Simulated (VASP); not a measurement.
WS2, 3 atoms in the cell. The cell holds a slab with vacuum, 3 atoms: a = 3.146 Å, b = 3.146 Å, c = 16.953 Å, α = 90.00°, β = 90.00°, γ = 120.00°.  This cell differs from its parent crystal: atom 1 (W) moved +0.300 Å along Cartesian [1 -1 0].

- Program: VASP 6.6.1
- Task: single point
- Functional: PBEsol
- Potentials or basis: VASP PAW PBE potentials, release 64 (W_sv, S)
- Cutoff: 520 eV
- k mesh: 12 × 12 × 2
- Occupations: gaussian, width 0.05 eV
- Spin: no spin polarisation
- Dipole correction: no
- Further INCAR settings: ALGO = Normal; EDIFF = 1e-06; NBANDS = 20

Potentials or basis: VASP PAW PBE potentials, release 64 (W_sv, S).

Launch:

```console
$ cat potpaw_PBE.64/W_sv/POTCAR potpaw_PBE.64/S/POTCAR > POTCAR
$ mpirun -np 1 vasp_std > vasp.out
```

Hardware: 1 thread of Intel(R) Xeon(R) 6975P-C (Granite Rapids), with other jobs on the host.

Problem. Estimate the wall time of this run.

Solution. Wall time 5 min on 1 thread of Intel(R) Xeon(R) 6975P-C (Granite Rapids), on a shared host, peak memory 0.53 GiB. Counts: scf iterations 22, k points 148.
